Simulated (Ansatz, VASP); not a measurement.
# Te2Mo in VASP and in Ansatz

```
CELL_PARAMETERS angstrom
-3.56355 0.00000 0.00000
-1.78177 -3.08612 0.00000
-0.35635 0.00000 14.72622
ATOMIC_POSITIONS crystal
Te 0.27048 0.33333 0.62848
Te 0.65382 0.66667 0.12848
Te 0.24618 0.33333 0.87152
Te 0.62952 0.66667 0.37152
Mo 0.30833 0.33333 0.25000
Mo 0.59167 0.66667 0.75000
```

Alike in both runs: task single point; functional r2SCAN; k mesh 9 × 9 × 2; occupations gaussian, width 0.05 eV; no spin polarisation.

|  | VASP | Ansatz |
| --- | --- | --- |
| version | VASP 6.6.1 | Ansatz 0.2.0 |
| potentials or method | VASP PAW PBE potentials, release 64 (Te, Mo_sv), cutoff 550 eV | scalar-relativistic, plane waves, PAW |
| valence electrons in the cell | 52 | 92 |

```tsv
	VASP	Ansatz	Ansatz less VASP
gap on the k mesh at the Fermi level (eV)	1.05	1.06	+0.009
least direct gap on the mesh (eV)	1.06	1.06	-0.002
pressure (GPa)	0.1	0.0	-0.10
traceless stress, the component that is largest in VASP (GPa)	0.14	0.14	0.000
rms of the force components (eV/Å)	0.013	0.009	-0.0041
```

VASP's potentials were made for PBE, not for r2SCAN. Atom by atom the forces differ by 0.012 eV/Å (rms over components). The functional is the same, so the differences come from potentials, cutoffs and numerics. VASP's potentials hold 52 valence electrons a cell and Ansatz's 92, so a difference there can come from the potentials and not from the codes.

Spin-orbit coupling is off throughout.
